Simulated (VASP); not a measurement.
# P (Cmce) in VASP: further runs

The runs below take P through single point, with PBEsol+D3(BJ).

All numbers are computed with VASP 6.6.1; they aren't measurements. Logs are shortened: lines on timing, memory, paths and dates and some standing lists are left out, and cuts for length are marked.

## 1. The cell of the first run

The structure is orthorhombic, space group Cmce (No. 64). The conventional cell has a = 3.148 Å, b = 10.044 Å, c = 3.887 Å, α = 90.00°, β = 90.00°, γ = 90.00°. P (site symmetry m) has 5 P at 2.16 to 2.88 Å within 2.9 Å.

## 2. Single point, PBEsol+D3(BJ) (uniaxial strain along a: -6.0 %)

Input file INCAR:

```
  ALGO = Normal
  EDIFF = 1E-6
  ENCUT = 520
  GGA = PS
  ISIF = 2
  ISMEAR = 0
  IVDW = 12
  LASPH = T
  LCHARG = F
  LREAL = F
  LWAVE = F
  NBANDS = 30
  NELM = 80
  PREC = Accurate
  SIGMA = 0.1
```

Input file KPOINTS:

```
k-points
0
Gamma
  10 4 10
```

Input file POSCAR:

```
P
1.0
    3.1481920808      0.0000000000      0.0000000000
    0.0000000000     10.0439899978      0.0000000000
    0.0000000000      0.0000000000      3.8872527518
P
8
Direct
    0.0000000000      0.8892529512      0.9397208805
    0.5000000000      0.8892529512      0.5602791195
    0.5000000000      0.6107470488      0.0602791195
    0.0000000000      0.6107470488      0.4397208805
    0.5000000000      0.3892529512      0.9397208805
    0.0000000000      0.3892529512      0.5602791195
    0.0000000000      0.1107470488      0.0602791195
    0.5000000000      0.1107470488      0.4397208805
```

Potentials or basis: VASP PAW PBE potentials, release 64 (P).

Run with:

```
$ cat potpaw_PBE.64/P/POTCAR > POTCAR
$ mpirun -np 1 vasp_std > vasp.out
```

OUTCAR:

```text
EDIFF = 1E-6
   ENCUT = 520
   GGA = PS
   ISIF = 2
   ISMEAR = 0
   IVDW = 12
   LASPH = T
   LREAL = F
   NELM = 80
   PREC = Accurate
 IVDW          = 12

 ion  position               nearest neighbor table
   1  0.000  0.889  0.940-   2 2.16   2 2.16   7 2.27   2 2.88   2 2.88
   2  0.500  0.889  0.560-   1 2.16   1 2.16   8 2.27   1 2.88   1 2.88
   3  0.500  0.611  0.060-   4 2.16   4 2.16   5 2.27   4 2.88   4 2.88
   4  0.000  0.611  0.440-   3 2.16   3 2.16   6 2.27   3 2.88   3 2.88
   5  0.500  0.389  0.940-   6 2.16   6 2.16   3 2.27   6 2.88   6 2.88
   6  0.000  0.389  0.560-   5 2.16   5 2.16   4 2.27   5 2.88   5 2.88
   7  0.000  0.111  0.060-   8 2.16   8 2.16   1 2.27   8 2.88   8 2.88
   8  0.500  0.111  0.440-   7 2.16   7 2.16   2 2.27   7 2.88   7 2.88

  LATTYP: Found a simple orthorhombic cell.
 ALAT       =     3.1481920808
 B/A-ratio  =     1.2347571724
 C/A-ratio  =     3.1903993594

  Lattice vectors:

 A1 = (  -3.1481920808,   0.0000000000,   0.0000000000)
 A2 = (   0.0000000000,   0.0000000000,   3.8872527518)
 A3 = (   0.0000000000,  10.0439899978,   0.0000000000)

Analysis of symmetry for initial positions (statically):
=====================================================================
 Subroutine PRICEL returns following result:

  LATTYP: Found a base centered orthorhombic cell.
 ALAT       =     3.1481920808
 B/A-ratio  =     3.1903993594
 C/A-ratio  =     1.2347571724

  Lattice vectors:

 A1 = (  -1.5740960404,   5.0219949989,   0.0000000000)
 A2 = (  -1.5740960404,  -5.0219949989,   0.0000000000)
 A3 = (   0.0000000000,   0.0000000000,   3.8872527518)

   2 primitive cells build up your supercell.

 Routine SETGRP: Setting up the symmetry group for a
 simple orthorhombic supercell.

 Subroutine GETGRP returns: Found  8 space group operations
 (whereof  4 operations were pure point group operations)
 out of a pool of  8 trial point group operations.

The static configuration has the point symmetry C_2h.
 The point group associated with its full space group is D_2h.

Analysis of symmetry for dynamics (positions and initial velocities):
=====================================================================
 Subroutine PRICEL returns following result:

  LATTYP: Found a base centered orthorhombic cell.
 ALAT       =     3.1481920808
 B/A-ratio  =     3.1903993594
 C/A-ratio  =     1.2347571724

  Lattice vectors:

 A1 = (  -1.5740960404,   5.0219949989,   0.0000000000)
 A2 = (  -1.5740960404,  -5.0219949989,   0.0000000000)
 A3 = (   0.0000000000,   0.0000000000,   3.8872527518)

   2 primitive cells build up your supercell.

 Routine SETGRP: Setting up the symmetry group for a
 simple orthorhombic supercell.

 Subroutine GETGRP returns: Found  8 space group operations
 (whereof  4 operations were pure point group operations)
 out of a pool of  8 trial point group operations.

The dynamic configuration has the point symmetry C_2h.
 The point group associated with its full space group is D_2h.

 Subroutine INISYM returns: Found  8 space group operations
 (whereof  4 operations are pure point group operations),
 and found     2 'primitive' translations

----------------------------------------------------------------------------------------

                                     Primitive cell

  volume of cell :      61.4583

  direct lattice vectors                    reciprocal lattice vectors
    -1.574096040  5.021994999  0.000000000    -0.317642626  0.099562027  0.000000000
    -1.574096040 -5.021994999  0.000000000    -0.317642626 -0.099562027  0.000000000
     0.000000000  0.000000000  3.887252752     0.000000000  0.000000000  0.257251088

  length of vectors
     5.262909092  5.262909092  3.887252752     0.332880512  0.332880512  0.257251088

  position of ions in fractional coordinates (direct lattice)
     0.889252951  0.110747049  0.939720880
     0.389252951  0.610747049  0.560279120
     0.110747049  0.889252951  0.060279120
     0.610747049  0.389252951  0.439720880

  ion indices of the primitive-cell ions
   primitive index   ion index
                 1           1
                 2           2
                 3           7
                 4           4

----------------------------------------------------------------------------------------

 KPOINTS: k-points

Automatic generation of k-mesh.
 Grid dimensions read from file:
 generate k-points for:   10    4   10

 Generating k-lattice:

  Cartesian coordinates                     Fractional coordinates (reciprocal lattice)
     0.031764263  0.000000000  0.000000000     0.100000000  0.000000000  0.000000000
     0.000000000  0.024890507  0.000000000     0.000000000  0.250000000  0.000000000
     0.000000000  0.000000000  0.025725109     0.000000000  0.000000000  0.100000000

  Length of vectors
     0.031764263  0.024890507  0.025725109

  Shift w.r.t. Gamma in fractional coordinates (k-lattice)
     0.000000000  0.000000000  0.000000000

 Subroutine IBZKPT returns following result:
 ===========================================

 Found    108 irreducible k-points:

 Following reciprocal coordinates:
            Coordinates               Weight
  0.000000  0.000000  0.000000      1.000000
  0.100000  0.000000  0.000000      2.000000
  0.200000  0.000000  0.000000      2.000000
  0.300000  0.000000  0.000000      2.000000
  0.400000  0.000000  0.000000      2.000000
  0.500000  0.000000  0.000000      1.000000
[... 16 lines left out ...]
  0.400000  0.000000  0.100000      4.000000
  0.500000  0.000000  0.100000      2.000000
 [... further k-points ...]
   k-points           NKPTS =    108   k-points in BZ     NKDIM =    108   number of bands    NBANDS=     30
   number of dos      NEDOS =    301   number of ions     NIONS =      8
   total plane-waves  NPLWV =  57600
   dimension x,y,z NGX =    24 NGY =   80 NGZ =   30
   dimension x,y,z NGXF=    48 NGYF=  160 NGZF=   60
   ions per type =               8
   NGX,Y,Z   is equivalent  to a cutoff of  12.67, 13.24, 12.83 a.u.
   NGXF,Y,Z  is equivalent  to a cutoff of  25.35, 26.48, 25.66 a.u.
 SYSTEM =  unknown system
   PREC   = accura    normal or accurate (medium, high low for compatibility)
   ISTART =      0    job   : 0-new  1-cont  2-samecut
   ICHARG =      2    charge: 1-file 2-atom 10-const
   ISPIN  =      1    spin polarized calculation?
   LNONCOLLINEAR =      F non collinear calculations
   LSORBIT =      F    spin-orbit coupling
   LASPH  =      T    aspherical Exc in radial PAW
   ENCUT  =  520.0 eV  38.22 Ry    6.18 a.u.   5.85 18.68  7.23*2*pi/ulx,y,z
   NELM   =     80;   NELMIN=  2; NELMDL= -5     # of ELM steps
   EDIFF  = 0.1E-05   stopping-criterion for ELM
   LREAL  =      F    real-space projection
[... 7 lines left out ...]
   TEBEG  =    0.0;   TEEND  =   0.0 temperature during run
   PSTRESS=    0.0 pullay stress
   NELECT =      40.0000    total number of electrons
   NUPDOWN=      -1.0000    fix difference up-down
   EMIN   =  10.00;   EMAX   =-10.00  energy-range for DOS
   EFERMI =   0.00;   METHOD = LEGACY
   ISMEAR =     0;   SIGMA  =   0.10  broadening in eV -4-tet -1-fermi 0-gaus
   EFERMI_NEDOS =   21; number of points for ismear=-14 and -15
   IALGO  =     38    algorithm
   IMIX   =      4    mixing-type and parameters
     AMIX     =   0.40;   BMIX     =  1.00
     AMIX_MAG =   1.60;   BMIX_MAG =  1.00
  volume/ion in A,a.u.               =      15.36       103.69
  Fermi-wavevector in a.u.,A,eV,Ry     =   1.126051  2.127928 17.252064  1.267991
  Thomas-Fermi vector in A             =   2.262731
   LORBIT       =      0    0 simple, 1 ext, 2 COOP (PROOUT), +10 PAW based schemes
   GGA     = PS    functional components
   LHFCALC =     F    Hartree Fock is set to
   AEXX    =    0.0000 exact exchange contribution
   IVDW    =    12    specifies the selected vdW correction
   LEPSILON=     F    determine dielectric tensor
   LRPA    =     F    only Hartree local field effects (RPA)
 non-spin polarized calculation
 Gauss-broadening in eV      SIGMA  =   0.10
  energy-cutoff  :      520.00
  volume of cell :      122.92
 maximum number of plane-waves:      3342
 NGX is ok and might be reduce to    24
   NGX = 11   NGY = 37   NGZ = 15

 number of electron      39.9999999 magnetization

 Free energy of the ion-electron system (eV)
  ---------------------------------------------------
  ext. energy  EPLUGINS =         0.00000000
  ---------------------------------------------------
  free energy    TOTEN  =       -45.52662276 eV

  energy without entropy =      -45.52076444  energy(sigma->0) =      -45.52369360

 E-fermi :   9.0154     XC(G=0): -11.0564

 val. band max:        9.0153419035   @ k =   0.5000   0.0000   0.1000
 cond. band min:       9.0239362256   @ k =   0.1000   0.5000   0.0000
 fundamental gap:      0.0085943221
 Fermi energy:         9.0154327843

 k-point     1 :       0.0000    0.0000    0.0000
  band No.  band energies     occupation
      1      -7.8554      2.00000
      2      -7.3516      2.00000
      3      -5.5480      2.00000
      4      -4.2873      2.00000
      5       0.6513      2.00000
      6       0.7319      2.00000
[... 22 lines left out ...]
     29      14.9182      0.00000
     30      15.3833      0.00000

 k-point     2 :       0.1000    0.0000    0.0000
  band No.  band energies     occupation
      1      -7.7177      2.00000
      2      -7.2156      2.00000
      3      -5.4083      2.00000
      4      -4.1499      2.00000
      5       0.5274      2.00000
      6       0.7095      2.00000
[... 22 lines left out ...]
     29      14.3430      0.00000
     30      14.4880      0.00000

 k-point     3 :       0.2000    0.0000    0.0000
  band No.  band energies     occupation
      1      -7.3061      2.00000
      2      -6.8089      2.00000
      3      -4.9901      2.00000
      4      -3.7389      2.00000
      5      -0.1604      2.00000
      6      -0.0671      2.00000
[... 22 lines left out ...]
     29      13.3204      0.00000
     30      13.9731      0.00000

 k-point     4 :       0.3000    0.0000    0.0000
  band No.  band energies     occupation
      1      -6.6250      2.00000
      2      -6.1370      2.00000
      3      -4.2964      2.00000
      4      -3.0581      2.00000
      5      -1.5828      2.00000
      6      -1.2755      2.00000
[... 22 lines left out ...]
     29      12.6280      0.00000
     30      13.0058      0.00000

 k-point     5 :       0.4000    0.0000    0.0000
  band No.  band energies     occupation
      1      -5.6835      2.00000
      2      -5.2106      2.00000
      3      -3.3323      2.00000
      4      -3.1042      2.00000
      5      -2.7017      2.00000
      6      -2.1147      2.00000
[... 22 lines left out ...]
     29      11.7111      0.00000
     30      12.0405      0.00000
[... 526 lines left out ...]
     29      13.4082      0.00000
     30      14.0600      0.00000

 k-point    22 :       0.3000    0.0000    0.1000
  band No.  band energies     occupation
      1      -6.5454      2.00000
      2      -6.0619      2.00000
      3      -4.2498      2.00000
      4      -3.0859      2.00000
      5      -1.5688      2.00000
      6      -1.2478      2.00000
[... 22 lines left out ...]
     29      12.9445      0.00000
     30      13.5172      0.00000

 k-point    23 :       0.4000    0.0000    0.1000
  band No.  band energies     occupation
      1      -5.6072      2.00000
      2      -5.1396      2.00000
      3      -3.3235      2.00000
      4      -3.0050      2.00000
      5      -2.7103      2.00000
      6      -2.0550      2.00000
[... 22 lines left out ...]
     29      11.9718      0.00000
     30      12.1749      0.00000

 k-point    24 :       0.5000    0.0000    0.1000
  band No.  band energies     occupation
      1      -4.4301      2.00000
      2      -4.4301      2.00000
      3      -3.9903      2.00000
      4      -3.9903      2.00000
      5      -2.0557      2.00000
      6      -2.0557      2.00000
[... 22 lines left out ...]
     29      11.7476      0.00000
     30      11.7476      0.00000

 [... further k-points ...]

------------------------ aborting loop because EDIFF is reached ----------------------------------------

 Edisp (eV)   -2.94500

 E8    (eV) :    -1.7474

  FORCE on cell =-STRESS in cart. coord.  units (eV):
  Direction    XX          YY          ZZ          XY          YZ          ZX
  --------------------------------------------------------------------------------------
  -------------------------------------------------------------------------------------
  Total      10.57688    -0.87607     4.25681     0.00000     0.00000     0.00000
  in kB     137.86627   -11.41933    55.48615     0.00000     0.00000     0.00000
  external pressure =       60.64 kB  Pullay stress =        0.00 kB

 VOLUME and BASIS-vectors are now :
 -----------------------------------------------------------------------------
  energy-cutoff  :      520.00
  volume of cell :      122.92
      direct lattice vectors                 reciprocal lattice vectors
     3.148192081  0.000000000  0.000000000     0.317642626  0.000000000  0.000000000
     0.000000000 10.043989998  0.000000000     0.000000000  0.099562027  0.000000000
     0.000000000  0.000000000  3.887252752     0.000000000  0.000000000  0.257251088

 POSITION                                       TOTAL-FORCE (eV/Angst)
 -----------------------------------------------------------------------------------
      0.00000      8.93165      3.65293        -0.000000      0.041147      0.481321
      1.57410      8.93165      2.17795         0.000000      0.041147     -0.481321
      1.57410      6.13434      0.23432         0.000000     -0.041147     -0.481321
      0.00000      6.13434      1.70931        -0.000000     -0.041147      0.481321
      1.57410      3.90965      3.65293        -0.000000      0.041147      0.481321
      0.00000      3.90965      2.17795         0.000000      0.041147     -0.481321
      0.00000      1.11234      0.23432        -0.000000     -0.041147     -0.481321
      1.57410      1.11234      1.70931         0.000000     -0.041147      0.481321
 -----------------------------------------------------------------------------------
    total drift:                               -0.000000     -0.000000      0.000000

  FREE ENERGIE OF THE ION-ELECTRON SYSTEM (eV)
  ---------------------------------------------------
  free  energy   TOTEN  =       -48.4716210557 eV

  energy  without entropy=      -48.4657627323  energy(sigma->0) =      -48.46869189
```

Run time: 5.3 min. Hardware: 1 thread of Intel Xeon 8259CL, shared host; peak memory 0.41 GiB.

Results:

- Free energy: -48.4716 eV
- Pressure: 6.1 GPa
- Largest force: 0.483 eV/Å
- Band gap on the k mesh: zero (bands 20 and 21 overlap by 1.11 eV)
- Dispersion energy per atom: -0.368 eV

Forces in eV/Å, atoms in the order of the input:
```
P    0.000  0.041  0.481
P    0.000  0.041 -0.481
P    0.000 -0.041 -0.481
P    0.000 -0.041  0.481
P    0.000  0.041  0.481
P    0.000  0.041 -0.481
P    0.000 -0.041 -0.481
P    0.000 -0.041  0.481
```

Stress tensor (GPa, compression positive):
```
13.79  0.00  0.00
 0.00 -1.14  0.00
 0.00  0.00  5.55
```

Caveat: the cell differs from its parent crystal (uniaxial strain along a: -6.0 %); the stress differs along the axes, from -1 to 14 GPa; the PAW data sets were made with another functional, which shifts forces and pressure a little.

## 3. Single point, PBEsol+D3(BJ) (uniaxial strain along a: -4.0 %)

Changes to INCAR since step 2:

```diff
@@ -7,6 +7,6 @@
   IVDW = 12
-  LASPH = T
-  LCHARG = F
-  LREAL = F
-  LWAVE = F
+  LASPH = True
+  LCHARG = False
+  LREAL = False
+  LWAVE = False
   NBANDS = 30
```

KPOINTS is that of step 2.

Input file POSCAR:

```
P
1.0
    3.2151748911      0.0000000000      0.0000000000
    0.0000000000      9.9945122145      0.0000000000
    0.0000000000      0.0000000000      3.8681037235
P
8
Direct
    0.0000000000      0.8890899895      0.9428385719
    0.5000000000      0.8890899895      0.5571614281
    0.5000000000      0.6109100105      0.0571614281
    0.0000000000      0.6109100105      0.4428385719
    0.5000000000      0.3890899895      0.9428385719
    0.0000000000      0.3890899895      0.5571614281
    0.0000000000      0.1109100105      0.0571614281
    0.5000000000      0.1109100105      0.4428385719
```

Potentials or basis: VASP PAW PBE potentials, release 64 (P).

Run with:

```
$ cat potpaw_PBE.64/P/POTCAR > POTCAR
$ mpirun -np 1 vasp_std > vasp.out
```

It took 6.3 min on 1 thread of Intel Xeon 8259CL, shared host; peak memory 0.41 GiB.

The run converged. Its results:

| Item | Value |
| --- | --- |
| Free energy | -48.6623 eV |
| Pressure | 3.0 GPa |
| Largest force | 0.131 eV/Å |
| Band gap on the k mesh | zero (bands 20 and 21 overlap by 1.11 eV) |
| Dispersion energy per atom | -0.364 eV |

Forces on the atoms (eV/Å):
```
P    0.000  0.051  0.121
P    0.000  0.051 -0.121
P    0.000 -0.051 -0.121
P    0.000 -0.051  0.121
P    0.000  0.051  0.121
P    0.000  0.051 -0.121
P    0.000 -0.051 -0.121
P    0.000 -0.051  0.121
```

Stress tensor (GPa, compression positive):
```
 7.70  0.00  0.00
 0.00 -0.85  0.00
 0.00  0.00  2.24
```

Levels at points of the mesh, in eV from the Fermi level:
```
           k point  band 18  band 19  band 20  band 21  band 22  band 23
(0.00, 0.00, 0.00)    -1.89    -1.42    -1.28     0.51     1.08     1.30
(0.50, 0.00, 0.00)    -2.72    -1.88    -1.88     0.18     0.18     0.31
(0.00, 0.50, 0.00)    -2.24    -0.10    -0.10     0.85     0.85     0.88
(0.50, 0.50, 0.00)    -2.62    -2.62    -2.62     0.21     0.21     0.21
(0.00, 0.00, 0.50)    -0.68    -0.06    -0.06     1.00     1.00     1.86
(0.50, 0.00, 0.50)    -2.99    -2.99    -2.99     2.38     2.38     2.38
(0.00, 0.50, 0.50)    -0.26    -0.26    -0.26     1.98     1.98     1.98
(0.50, 0.50, 0.50)    -2.44    -2.44    -2.44     1.22     1.22     1.22
```

Caveat: the cell differs from its parent crystal (uniaxial strain along a: -4.0 %); the stress differs along the axes, from -1 to 8 GPa; the PAW data sets were made with another functional, which shifts forces and pressure a little.

The gap in the log of VASP goes by the Fermi energy; the results here count the filled bands.